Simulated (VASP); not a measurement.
Set up this calculation in VASP 6.6.1, as the native input.

```yaml
Task: relaxation of cell and atoms
Functional: LDA
Potentials_or_basis: VASP PAW LDA potentials, release 64 (Pb_d)
Cutoff: 600 eV
k_mesh: 9 × 9 × 9
Occupations: fermi-dirac, width 0.05 eV
Spin: no spin polarisation
Dipole_correction: no
Further_INCAR_settings: ALGO = Normal; EDIFF = 1e-07; IBRION = 2; EDIFFG = -0.01; NSW = 60; ISIF = 3
```

The structure of Pb lies in POSCAR:

```
Pb
1.0
   -1.9796595667      1.9796595667      1.9796595667
    1.9796595667     -1.9796595667      1.9796595667
    1.9796595667      1.9796595667     -1.9796595667
Pb
1
Direct
    0.0000000000      0.0000000000      0.0000000000
```

This isn't the form of Pb at room conditions, which is fcc.

One way to write it, as run:

INCAR

```
SYSTEM = Pb
  ALGO = Normal
  EDIFF = 1E-7
  EDIFFG = -0.01
  ENCUT = 600
  GGA = CA
  IBRION = 2
  ISIF = 3
  ISMEAR = -1
  LASPH = .TRUE.
  LCHARG = .FALSE.
  LREAL = .FALSE.
  LWAVE = .FALSE.
  NELM = 60
  NSW = 60
  PREC = Accurate
  SIGMA = 0.05
```

KPOINTS

```
k-points
0
G
  9 9 9
  0 0 0
```

Potentials or basis: VASP PAW LDA potentials, release 64 (Pb_d).

Command:

```sh
$ cat potpaw_LDA.64/Pb_d/POTCAR > POTCAR
$ mpirun -np 1 vasp_std > vasp.out
```

It gave:

```
Relaxed volume                        : 28.77 Å³/atom
Relaxed cell                          : a = 3.343 Å, b = 3.343 Å, c = 3.343 Å, α = 109.47°, β = 109.47°, γ = 109.47°
Space group after relaxing (to 0.1 Å) : Im-3m (No. 229)
Energy gained by relaxing             : 25.2 meV/atom
Ionic steps                           : 3
Pressure after relaxing               : 0.0 GPa
Band gap on the k mesh                : zero (bands 7 and 8 overlap by 10.24 eV)
```

Caveat: spin-orbit coupling is left out, which moves the levels of the heavy elements.

It took 36 s on 1 thread of Intel Xeon 8259CL, with other jobs on the host, peak memory 0.16 GiB.
